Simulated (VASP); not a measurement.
Write the native input for VASP 6.6.1 that does the following.

* Task: relaxation of cell and atoms
* Functional: PBEsol
* Potentials or basis: VASP PAW PBE potentials, release 64 (Sb, S)
* Cutoff: 600 eV
* k mesh: 6 × 6 × 2
* Occupations: gaussian, width 0.1 eV
* Spin: no spin polarisation
* Dipole correction: no
* Further INCAR settings: ALGO = Normal; EDIFF = 1e-07; IBRION = 2; EDIFFG = -0.05; NSW = 80; ISIF = 3

The structure of SbS2 lies in POSCAR:

```
SbS2
1.0
    3.0159000055      0.0000000000      0.0000000000
   -1.5079500027      2.6118460200      0.0000000000
    0.0000000000      0.0000000000     12.1788945951
Sb S
2 4
Direct
    0.3333333333      0.6666666667      0.2500000000
    0.6666666667      0.3333333333      0.7500000000
    0.3333333333      0.6666666667      0.6266015054
    0.6666666667      0.3333333333      0.1266015054
    0.3333333333      0.6666666667      0.8733984946
    0.6666666667      0.3333333333      0.3733984946
```

The input as run:

INCAR

```
PREC = Accurate
ENCUT = 600
EDIFF = 1E-7
ISMEAR = 0
SIGMA = 0.1
LREAL = F
LASPH = T
NELM = 80
ALGO = Normal
ISIF = 3
LWAVE = F
LCHARG = F
GGA = PS
IBRION = 2
NSW = 80
EDIFFG = -0.05
```

KPOINTS

```
regular mesh
0
Gamma
  6 6 2
```

Potentials or basis: VASP PAW PBE potentials, release 64 (Sb, S).

The run is started by

```bash
$ cat potpaw_PBE.64/Sb/POTCAR potpaw_PBE.64/S/POTCAR > POTCAR
$ mpirun -np 1 vasp_std > vasp.out
```

Results of the run:

```yaml
Relaxed_volume: 22.02 Å³/atom
Relaxed_cell: a = 3.622 Å, b = 3.622 Å, c = 11.629 Å, α = 90.00°, β = 90.00°, γ = 120.00°
Space_group_after_relaxing_to_0.05_Å: P6_3/mmc (No. 194)
Energy_gained_by_relaxing: 1425.6 meV/atom
Ionic_steps: 20
Pressure_after_relaxing: 0.0 GPa
Band_gap_on_the_k_mesh: zero (band 17 reaches 6.64 eV, above the bottom of band 18 at 5.34 eV)
```

Caveat: the k points lie up to 0.33 Å⁻¹ apart in the final cell; the volume moved by over 15 % at a fixed basis, so the end points are rough; the PAW data sets were made with another functional, which shifts forces and pressure a little; spin-orbit coupling is left out, which moves the levels of the heavy elements; this functional lacks dispersion, which binds the layers, so the pressure and a relaxed spacing across them are unreliable.

It took 3.4 min on 1 thread of Intel(R) Xeon(R) 6975P-C (Granite Rapids), with other jobs on the host, peak memory 0.25 GiB.
